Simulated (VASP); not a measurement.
A run of VASP 6.6.1 is set up as follows.

INCAR

```
PREC = Accurate
ENCUT = 520
EDIFF = 1E-6
ISMEAR = 0
SIGMA = 0.1
LREAL = False
LASPH = True
NELM = 80
ALGO = Normal
ISIF = 2
LWAVE = False
LCHARG = True
LDIPOL = True
IDIPOL = 3
DIPOL = 0.5 0.5 0.318
GGA = PE
LELF = True
LVHAR = True
LVACPOTAV = True
NBANDS = 87
```

KPOINTS

```
Automatic mesh
0
Gamma
  5 5 1
```

POSCAR

```
Ti12O
1.0
    5.8150893847      0.0000000000      0.0000000000
    0.0000000000      5.8150893847      0.0000000000
    0.0000000000      0.0000000000     19.3059825436
Ti O
12 1
Direct
    0.2500000000      0.2500000000      0.2071896621
    0.2500000000      0.7500000000      0.2071896621
    0.7500000000      0.2500000000      0.2071896621
    0.7500000000      0.7500000000      0.2071896621
    0.0000000000      0.0000000000      0.3057583574
    0.0000000000      0.5000000000      0.3057583574
    0.5000000000      0.0000000000      0.3057583574
    0.5000000000      0.5000000000      0.3057583574
    0.2500000000      0.2500000000      0.4043297214
    0.2500000000      0.7500000000      0.4043297214
    0.7500000000      0.2500000000      0.4043297214
    0.7500000000      0.7500000000      0.4043297214
    0.3333333333      0.5000000000      0.4599032254
```

Potentials or basis: VASP PAW PBE potentials, release 64 (Ti_sv, O).

Run with:

```bash
$ cat potpaw_PBE.64/Ti_sv/POTCAR potpaw_PBE.64/O/POTCAR > POTCAR
$ mpirun -np 1 vasp_std > vasp.out
```

Task: Estimate the band gap on the k mesh.

Result: Zero (bands 75 and 76 overlap by 0.17 eV).

Task: What does it give for the largest force?

Result: 0.909 eV/Å.

Forces on the atoms (eV/Å):
```
Ti   0.050  0.027  0.009
Ti   0.050 -0.027  0.009
Ti  -0.029  0.043  0.133
Ti  -0.029 -0.043  0.133
Ti  -0.262  0.000 -0.459
Ti  -0.182  0.000 -0.178
Ti   0.210  0.000 -0.327
Ti   0.106  0.000 -0.709
Ti  -0.329  0.457  0.713
Ti  -0.329 -0.457  0.713
Ti   0.038 -0.588 -0.074
Ti   0.038  0.588 -0.074
O    0.668  0.000  0.109
```
